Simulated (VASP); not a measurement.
A run of VASP 6.6.1 is set up as follows.

Contents of POSCAR:

```
FeO
1.0
    2.5836122064     -1.5749444481      0.0000000000
    2.5836122064      1.5749444481      0.0000000000
   -1.3269471048      0.0000000000      4.9939396681
Fe O
2 2
Direct
    0.5000000000      0.5000000000      0.5000000000
    0.0000000000      0.0000000000      0.0000000000
    0.7500000000      0.7500000000      0.2500000000
    0.2500000000      0.2500000000      0.7500000000
```

INCAR.step1

```
ALGO = Normal
EDIFF = 1E-4
ENCUT = 520
GGA = PE
ISMEAR = 0
ISPIN = 2
LASPH = True
LCHARG = False
LMAXMIX = 4
LREAL = False
LWAVE = True
MAGMOM = 3.5 -3.5 0 0
NBANDS = 26
NELM = 150
PREC = Accurate
SIGMA = 0.1
```

File INCAR.step2:

```
ALGO = Normal
EDIFF = 1E-6
ENCUT = 520
ISIF = 2
ISMEAR = 0
ISPIN = 2
ISTART = 1
LASPH = True
LCHARG = True
LELF = True
LMAXMIX = 4
LMIXTAU = True
LORBIT = 11
LREAL = False
LVHAR = True
LWAVE = False
MAGMOM = 3.5 -3.5 0 0
METAGGA = R2SCAN
NBANDS = 26
NELM = 150
PREC = Accurate
SIGMA = 0.1
```

File KPOINTS:

```
k-points
0
Gamma
  8 8 5
```

Potentials or basis: VASP PAW PBE potentials, release 64 (Fe, O).

Command:

```bash
$ cat potpaw_PBE.64/Fe/POTCAR potpaw_PBE.64/O/POTCAR > POTCAR
$ cp INCAR.step1 INCAR
$ mpirun -np 1 vasp_std > vasp.out
$ cp INCAR.step2 INCAR
$ mpirun -np 1 vasp_std > vasp.out
```

(1) What does it give for the site moments?

(2) Estimate the pressure.

(3) Predict the band gap on the k mesh.

(4) Estimate the net moment.

Answers

(1) Fe +3.55, -3.55; O +0.00 μB.

(2) -2.9 GPa.

(3) 0.30 eV.

(4) 0.00 μB per cell.

Caveat: the PAW data sets were made with another functional, which shifts forces and pressure a little; an odd mesh through Γ misses points on the zone boundary, where band edges can lie.
